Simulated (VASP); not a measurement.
Runs of VASP 6.6.1 on BaTe. The structure is hexagonal, space group P6_3/mmc (No. 194). Conventional cell: a = 4.895 Å, b = 4.895 Å, c = 8.584 Å, α = 90.00°, β = 90.00°, γ = 120.00°. Within 4.7 Å of Ba (site symmetry -3m) lie 6 Te at 3.55 Å and 2 Ba at 4.29 Å. Within 4.7 Å of Te (site symmetry -6m2) lie 6 Ba at 3.55 Å. 

```csv
level,potentials or basis,spin,k mesh,gap on the mesh (eV),pressure (GPa)
r2SCAN,"VASP PAW PBE potentials, release 64 (Ba_sv, Te)",off,6 × 6 × 4,2.05,0.3
PBE,"VASP PAW PBE potentials, release 64 (Ba_sv, Te)",off,6 × 6 × 4,(b),0.4
PBE,"VASP PAW PBE potentials, release 64 (Ba_sv, Te)","non-collinear, zero start, SOC",6 × 6 × 2,-,0.4
LDA,"VASP PAW LDA potentials, release 64 (Ba_sv, Te)",off,6 × 6 × 4,1.53,(a)
```

Alike in all rows: task single point; cell as given; cutoff (eV) 520; smearing gaussian 0.01 eV.

Problem. Fill in the values left out.

Solution. (a) -2.0; (b) 1.67.

Caveats: some runs use coarse meshes; spin-orbit coupling is left out, which moves the levels of the heavy elements (some runs); the PAW data sets were made with another functional, which shifts forces and pressure a little (some runs).

A k mesh can miss the band edges, and rows without SOC leave out spin-orbit coupling on Ba, Te.
